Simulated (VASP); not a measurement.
Here is a VASP 6.6.1 calculation.

The input INCAR:

```
PREC = Accurate
ENCUT = 750
EDIFF = 1E-6
ISMEAR = 0
SIGMA = 0.01
LREAL = False
LASPH = True
NELM = 120
ALGO = Normal
ISIF = 2
LWAVE = False
LCHARG = True
GGA = PS
LELF = True
LVHAR = True
NBANDS = 13
GGA_COMPAT = False
```

The input KPOINTS:

```
Automatic mesh
0
Gamma
  6 6 6
```

File POSCAR:

```
Li2Se
1.0
    0.0000000000      2.9723761877      2.9723761877
    2.9723761877      0.0000000000      2.9723761877
    2.9723761877      2.9723761877      0.0000000000
Li Se
2 1
Direct
    0.2500000000      0.2500000000      0.2500000000
    0.7500000000      0.7500000000      0.7500000000
    0.0000000000      0.0000000000      0.0000000000
```

Potentials or basis: VASP PAW PBE potentials, release 64 (Li_sv, Se).

Run with:

```sh
$ cat potpaw_PBE.64/Li_sv/POTCAR potpaw_PBE.64/Se/POTCAR > POTCAR
$ mpirun -np 1 vasp_std > vasp.out
```

What does it give for the band gap on the k mesh?

2.81 eV (least direct gap 3.36 eV).

What does it give for the pressure?

0.0 GPa.

Caveat: the PAW data sets were made with another functional, which shifts forces and pressure a little. A k mesh can miss the band edges.
